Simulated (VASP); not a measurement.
Input of a VASP 6.6.1 run:

The input INCAR:

```
SYSTEM = Ti
ALGO = Fast
EDIFF = 1E-6
ENCUT = 520
ISIF = 2
ISMEAR = 0
LASPH = .True.
LCHARG = .False.
LREAL = .False.
LWAVE = .False.
NBANDS = 12
NELM = 100
PREC = Accurate
SIGMA = 0.15
```

Contents of KPOINTS:

```
k-points
0
Gamma
  20 20 20
  0 0 0
```

File POSCAR:

```
Ti
1.0
    0.0000000000      2.1055620664      2.0005340298
    2.0705527208      0.0000000000      2.0005340298
    2.0705527208      2.1055620664      0.0000000000
Ti
1
Direct
    0.0000000000      0.0000000000      0.0000000000
```

Potentials or basis: VASP PAW LDA potentials, release 64 (Ti_sv).

The run is started by

```sh
$ cat potpaw_LDA.64/Ti_sv/POTCAR > POTCAR
$ mpirun -np 1 vasp_std > vasp.out
```

Problem. Predict the band gap on the k mesh.

Solution. Zero (band 6 reaches 8.67 eV, above the bottom of band 7 at 7.45 eV).

Problem. What does it give for the pressure?

Solution. -9.1 GPa.

Stress tensor (GPa, compression positive):
```
-9.26  0.00  0.00
 0.00 -9.78  0.00
 0.00  0.00 -8.18
```

Caveat: the cell differs from its parent crystal (normal strain along x +0.0350, normal strain along y +0.0525).
